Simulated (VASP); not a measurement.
# CuSn4 in VASP: further runs, part 2 of 2

VASP 6.6.1.

## 4. Relaxation of cell and atoms, PBE

File INCAR:

```
PREC = Accurate ; ENCUT = 600
EDIFF = 1E-7 ; ISMEAR = 0
SIGMA = 0.1 ; LREAL = F
LASPH = T ; NELM = 80
ALGO = Fast ; ISIF = 3
LWAVE = F ; LCHARG = F
GGA = PE ; IBRION = 2
NSW = 100 ; EDIFFG = -0.01
```

File KPOINTS:

```
Automatic mesh
0
Gamma
  8 8 8
```

File POSCAR:

```
CuSn4
1.0
   -3.2123266477      3.2123266477      3.2123266477
    3.2123266477     -3.2123266477      3.2123266477
    3.2123266477      3.2123266477     -3.2123266477
Cu Sn
1 4
Direct
    0.0000000000      0.0000000000      0.0000000000
    0.0000000000      0.0000000000      0.5000000000
    0.5000000000      0.0000000000      0.0000000000
    0.0000000000      0.5000000000      0.0000000000
    0.5000000000      0.5000000000      0.5000000000
```

Potentials or basis: VASP PAW PBE potentials, release 64 (Cu, Sn_d).

Command:

```console
> cat potpaw_PBE.64/Cu/POTCAR potpaw_PBE.64/Sn_d/POTCAR > POTCAR
> mpirun -np 1 vasp_std > vasp.out
```

OUTCAR:

```text
PREC = Accurate
   ENCUT = 600
   EDIFF = 1E-7
   ISMEAR = 0
   LREAL = F
   LASPH = T
   NELM = 80
   ISIF = 3
   GGA = PE
   IBRION = 2
   NSW = 100
   EDIFFG = -0.01

 ion  position               nearest neighbor table
   1  0.000  0.000  0.000-   2 2.78   3 2.78   4 2.78   5 2.78   2 2.78   4 2.78   3 2.78   5 2.78

   2  0.000  0.000  0.500-   1 2.78   1 2.78   4 3.21   5 3.21   3 3.21   4 3.21   3 3.21   5 3.21

   3  0.500  0.000  0.000-   1 2.78   1 2.78   4 3.21   5 3.21   5 3.21   2 3.21   2 3.21   4 3.21

   4  0.000  0.500  0.000-   1 2.78   1 2.78   3 3.21   5 3.21   2 3.21   2 3.21   5 3.21   3 3.21

   5  0.500  0.500  0.500-   1 2.78   1 2.78   3 3.21   4 3.21   3 3.21   4 3.21   2 3.21   2 3.21

  LATTYP: Found a body centered cubic cell.
 ALAT       =     6.4246532954

  Lattice vectors:

 A1 = (  -3.2123266477,   3.2123266477,   3.2123266477)
 A2 = (   3.2123266477,  -3.2123266477,   3.2123266477)
 A3 = (   3.2123266477,   3.2123266477,  -3.2123266477)

Analysis of symmetry for initial positions (statically):
=====================================================================
 Subroutine PRICEL returns:
 Original cell was already a primitive cell.

 Routine SETGRP: Setting up the symmetry group for a
 body centered cubic supercell.

 Subroutine GETGRP returns: Found 48 space group operations
 (whereof 48 operations were pure point group operations)
 out of a pool of 48 trial point group operations.

The static configuration has the point symmetry O_h .

Analysis of symmetry for dynamics (positions and initial velocities):
=====================================================================
 Subroutine PRICEL returns:
 Original cell was already a primitive cell.

 Routine SETGRP: Setting up the symmetry group for a
 body centered cubic supercell.

 Subroutine GETGRP returns: Found 48 space group operations
 (whereof 48 operations were pure point group operations)
[... 135 lines left out ...]
   AEXX    =    0.0000 exact exchange contribution
   IVDW    =     0    specifies the selected vdW correction
   LEPSILON=     F    determine dielectric tensor
   LRPA    =     F    only Hartree local field effects (RPA)
 conjugate gradient relaxation of ions
 non-spin polarized calculation
 RMM-DIIS sequential band-by-band and
 Gauss-broadening in eV      SIGMA  =   0.10
  energy-cutoff  :      600.00
  volume of cell :      132.59
 maximum number of plane-waves:      4442
 NGX is ok and might be reduce to    48
   NGX = 23   NGY = 23   NGZ = 23

--------------------------------------- Ionic step        1  -------------------------------------------

 number of electron      66.9999998 magnetization

 Free energy of the ion-electron system (eV)
  ---------------------------------------------------
  ext. energy  EPLUGINS =         0.00000000
  ---------------------------------------------------
  free energy    TOTEN  =       -18.45571927 eV

  energy without entropy =      -18.44407648  energy(sigma->0) =      -18.44989787

------------------------ aborting loop because EDIFF is reached ----------------------------------------

  FORCE on cell =-STRESS in cart. coord.  units (eV):
  Direction    XX          YY          ZZ          XY          YZ          ZX
  --------------------------------------------------------------------------------------
  -------------------------------------------------------------------------------------
  Total       -0.3344561     -0.3344561     -0.3344561      0.0000000      0.0000000     -0.0000000
  in kB       -4.0413884     -4.0413884     -4.0413884      0.0000000      0.0000000     -0.0000000
  external PRESSURE =      -4.0413884 kB  Pullay stress =       0.0000000 kB
[... 65 lines left out ...]
--------------------------------------- Ionic step        3  -------------------------------------------

 number of electron      67.0000010 magnetization

 Free energy of the ion-electron system (eV)
  ---------------------------------------------------
  ext. energy  EPLUGINS =         0.00000000
  ---------------------------------------------------
  free energy    TOTEN  =       -18.45705697 eV

  energy without entropy =      -18.44581656  energy(sigma->0) =      -18.45143677

 E-fermi :   6.9523     XC(G=0): -10.0556

 val. band max:        6.9473154262   @ k =   0.5000   0.5000   0.3750
 cond. band min:       6.9653502251   @ k =   0.0000   0.0000   0.0000
 fundamental gap:      0.0180347988
 Fermi energy:         6.9522906000

 k-point     1 :       0.0000    0.0000    0.0000
  band No.  band energies     occupation
      1     -14.6361      2.00000
      2     -14.6361      2.00000
      3     -14.5574      2.00000
      4     -14.5362      2.00000
      5     -14.5362      2.00000
      6     -14.5201      2.00000
[... 1021 lines left out ...]
     39      11.7300      0.00000
     40      12.4716      0.00000

 [... further k-points ...]

------------------------ aborting loop because EDIFF is reached ----------------------------------------

  FORCE on cell =-STRESS in cart. coord.  units (eV):
  Direction    XX          YY          ZZ          XY          YZ          ZX
  --------------------------------------------------------------------------------------
  -------------------------------------------------------------------------------------
  Total        0.0098362      0.0098362      0.0098362     -0.0000000     -0.0000000     -0.0000000
  in kB        0.1198053      0.1198053      0.1198053     -0.0000000     -0.0000000     -0.0000000
  external PRESSURE =       0.1198053 kB  Pullay stress =       0.0000000 kB
[... 20 lines left out ...]
  FREE ENERGIE OF THE ION-ELECTRON SYSTEM (eV)
  ---------------------------------------------------
  free  energy   TOTEN  =       -18.4570569702 eV

  energy  without entropy=      -18.4458165616  energy(sigma->0) =      -18.45143677

 reached required accuracy - stopping structural energy minimisation
```

OSZICAR:

```text
N       E                     dE             d eps       ncg     rms          rms(c)
DAV:   1     0.732416979893E+03    0.73242E+03   -0.35621E+04  2344   0.285E+03
DAV:   2     0.924481008452E+02   -0.63997E+03   -0.62846E+03  2320   0.707E+02
DAV:   3    -0.139207457482E+02   -0.10637E+03   -0.10416E+03  2672   0.239E+02
DAV:   4    -0.192961096964E+02   -0.53754E+01   -0.53397E+01  2632   0.594E+01
[... 47 lines left out ...]
RMM:   6    -0.184570560877E+02   -0.15812E-05   -0.37776E-05  3414   0.429E-02    0.881E-03
RMM:   7    -0.184570566664E+02   -0.57868E-06   -0.70931E-06  2884   0.202E-02    0.135E-02
RMM:   8    -0.184570562984E+02    0.36804E-06   -0.33923E-06  2590   0.167E-02    0.332E-03
RMM:   9    -0.184570568706E+02   -0.57220E-06   -0.12954E-06  2266   0.851E-03    0.139E-03
RMM:  10    -0.184570569702E+02   -0.99617E-07   -0.49076E-07  1993   0.443E-03
   3 F= -.18457057E+02 E0= -.18451437E+02  d E =-.133770E-02
```

CONTCAR:

```text
CuSn4
   1.00000000000000
    -3.2038143367070511    3.2038143367070511    3.2038143367070511
     3.2038143367070511   -3.2038143367070511    3.2038143367070511
     3.2038143367070511    3.2038143367070511   -3.2038143367070511
  Cu              Sn
     1     4
Direct
     0.0000000000000000    0.0000000000000000    0.0000000000000000
     0.0000000000000000    0.0000000000000000    0.5000000000000000
     0.5000000000000000    0.0000000000000000    0.0000000000000000
     0.0000000000000000    0.5000000000000000    0.0000000000000000
     0.5000000000000000    0.5000000000000000    0.5000000000000000

  0.00000000E+00  0.00000000E+00  0.00000000E+00
  0.00000000E+00  0.00000000E+00  0.00000000E+00
  0.00000000E+00  0.00000000E+00  0.00000000E+00
  0.00000000E+00  0.00000000E+00  0.00000000E+00
  0.00000000E+00  0.00000000E+00  0.00000000E+00
```

Run time: 13 min. Hardware: 1 thread of AMD EPYC 7R13, shared host; peak memory 0.4 GiB.

Results:

| Item | Value |
| --- | --- |
| Free energy | -18.4571 eV |
| Relaxed volume | 26.31 Å³/atom |
| Relaxed cell | a = 5.549 Å, b = 5.549 Å, c = 5.549 Å, α = 109.47°, β = 109.47°, γ = 109.47° |
| Space group after relaxing (to 0.1 Å) | Im-3m (No. 229) |
| Energy gained by relaxing | 0.3 meV/atom |
| Ionic steps | 3 |
| Pressure after relaxing | 0.0 GPa |
| Band gap on the k mesh | zero (an odd number of electrons rules out a gap without spin polarisation) |

Step by step:
```
step  energy change (eV)  largest force (eV/Å)  pressure (GPa)  volume (Å³)
   1              0.0000                0.0000           -0.40       132.59
   2             -0.0013                0.0000            0.09       131.31
   3             -0.0013                0.0000            0.01       131.54
```

Final structure:
```xyz
5
Lattice="-3.2038 3.2038 3.2038 3.2038 -3.2038 3.2038 3.2038 3.2038 -3.2038" Properties=species:S:1:pos:R:3 pbc="T T T"
Cu    0.0000    0.0000    0.0000
Sn    1.6019    1.6019   -1.6019
Sn   -1.6019    1.6019    1.6019
Sn    1.6019   -1.6019    1.6019
Sn    1.6019    1.6019    1.6019
```

Levels at points of the mesh, in eV from the Fermi level:
| k point | band 31 | band 32 | band 33 | band 34 | band 35 | band 36 |
| --- | --- | --- | --- | --- | --- | --- |
| (0.00, 0.00, 0.00) | -2.53 | -2.53 | -2.03 | -2.03 | -2.03 | 0.01 |
| (0.50, 0.00, 0.00) | -2.35 | -0.64 | 0.06 | 0.29 | 0.49 | 2.13 |
| (0.50, 0.50, 0.50) | -2.70 | -2.07 | 0.36 | 0.36 | 0.36 | 4.26 |

Caveat: spin-orbit coupling is left out, which moves the levels of the heavy elements.

## 5. The runs side by side

```csv
task,cell,k mesh,cutoff (eV),gap on the mesh (eV),pressure (GPa)
single point,"a = 5.564 Å, angles 109.5°, 5 atoms",4 × 4 × 4,520,none,-0.1
single point,"a = 5.549 Å, angles 109.5°, 5 atoms",8 × 8 × 8,520,none,0.0
relaxation of cell and atoms,"relaxed from a = 5.564 Å, angles 109.5°, 5 atoms",8 × 8 × 8,600,none,0.0
```

Alike in all rows: level PBE; potentials or basis VASP PAW PBE potentials, release 64 (Cu, Sn_d); no spin polarisation; smearing gaussian 0.1 eV.

Caveats: spin-orbit coupling is left out, which moves the levels of the heavy elements.

Total energies depend on the potentials used, so only differences within one code and one set of settings carry meaning.
